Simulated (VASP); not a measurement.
## CdF2: single point with PBEsol

Crystal: CdF2.

```
CELL_PARAMETERS angstrom
0.00000 2.69400 2.69400
2.69400 0.00000 2.69400
2.69400 2.69400 0.00000
ATOMIC_POSITIONS crystal
Cd 0.98144 0.01856 0.98144
F 0.25000 0.25000 0.25000
F 0.75000 0.75000 0.75000
```

This cell differs from its parent crystal: all Cd atoms moved -0.100 Å, as atom 1 along Cartesian [0 1 0].

```
Program                : VASP 6.6.1
Task                   : single point
Functional             : PBEsol
Potentials or basis    : VASP PAW PBE potentials, release 64 (Cd, F)
Cutoff                 : 520 eV
k mesh                 : 8 × 8 × 8
Occupations            : gaussian, width 0.05 eV
Spin                   : no spin polarisation
Dipole correction      : no
Further INCAR settings : ALGO = Normal; EDIFF = 1e-06; NBANDS = 20
```

| Property | Result |
| --- | --- |
| Pressure | 1.1 GPa |
| Largest force | 0.535 eV/Å |
| Band gap on the k mesh | 2.90 eV, indirect (least direct gap 3.39 eV) |

Forces in eV/Å, atoms in the order of the input:
```
Cd   0.000  0.535  0.000
F    0.000 -0.267  0.000
F    0.000 -0.267  0.000
```

Stress tensor (GPa, compression positive):
```
1.26 0.00 0.00
0.00 0.82 0.00
0.00 0.00 1.26
```

Levels at points of the mesh, in eV from the valence-band top:
| k point | band 10 | band 11 | band 12 | band 13 | band 14 | band 15 | band 16 | band 17 |
| --- | --- | --- | --- | --- | --- | --- | --- | --- |
| (0.00, 0.00, 0.00) | -0.97 | -0.51 | -0.51 | -0.50 | 2.90 | 12.49 | 12.53 | 12.53 |
| (0.50, 0.00, 0.00) | -1.88 | -1.87 | -0.41 | -0.40 | 7.04 | 8.96 | 14.32 | 14.33 |
| (0.50, 0.50, 0.00) | -2.83 | -0.51 | -0.13 | -0.09 | 7.86 | 9.47 | 11.64 | 14.12 |
| (0.50, 0.00, 0.50) | -2.99 | -0.49 | -0.11 | -0.11 | 7.87 | 9.45 | 11.68 | 14.12 |

It took 56 s on 1 thread of AMD EPYC 7R13 Processor (Zen 3) (shared host), peak memory 0.15 GiB.

Caveat: the cell differs from its parent crystal (all Cd atoms moved -0.100 Å, as atom 1 along Cartesian [0 1 0]); the PAW data sets were made with another functional, which shifts forces and pressure a little. A k mesh can miss the band edges.
